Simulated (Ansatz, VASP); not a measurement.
One calculation of MgO, two programs

```
CELL_PARAMETERS angstrom
3.16060 0.00000 0.00000
-1.58030 2.73716 0.00000
0.00000 0.00000 5.25810
ATOMIC_POSITIONS crystal
Mg 0.33333 0.66667 0.00632
Mg 0.66667 0.33333 0.50632
O 0.33333 0.66667 0.39828
O 0.66667 0.33333 0.89828
```

Alike in both runs: task single point; functional PBE; k mesh 9 × 9 × 6; occupations gaussian, width 0.05 eV; no spin polarisation.

|  | VASP | Ansatz |
| --- | --- | --- |
| version | VASP 6.6.1 | Ansatz 0.2.0 |
| potentials or method | VASP PAW PBE potentials, release 64 (Mg, O), cutoff 520 eV | scalar-relativistic, plane waves, PAW |
| valence electrons in the cell | 16 | 32 |

|  | VASP | Ansatz | Ansatz less VASP |
| --- | --- | --- | --- |
| gap on the k mesh at the Fermi level (eV) | 3.91 | 3.93 | +0.017 |
| least direct gap on the mesh (eV) | 3.91 | 3.93 | +0.017 |
| pressure (GPa) | 10.6 | 10.9 | +0.34 |
| traceless stress, the component that is largest in VASP (GPa) | -12.06 | -11.90 | +0.159 |
| rms of the force components (eV/Å) | 0.407 | 0.400 | -0.0067 |

Atom by atom the forces differ by 0.007 eV/Å (rms over components). VASP's potentials hold 16 valence electrons a cell and Ansatz's 32, so a difference there can come from the potentials and not from the codes.
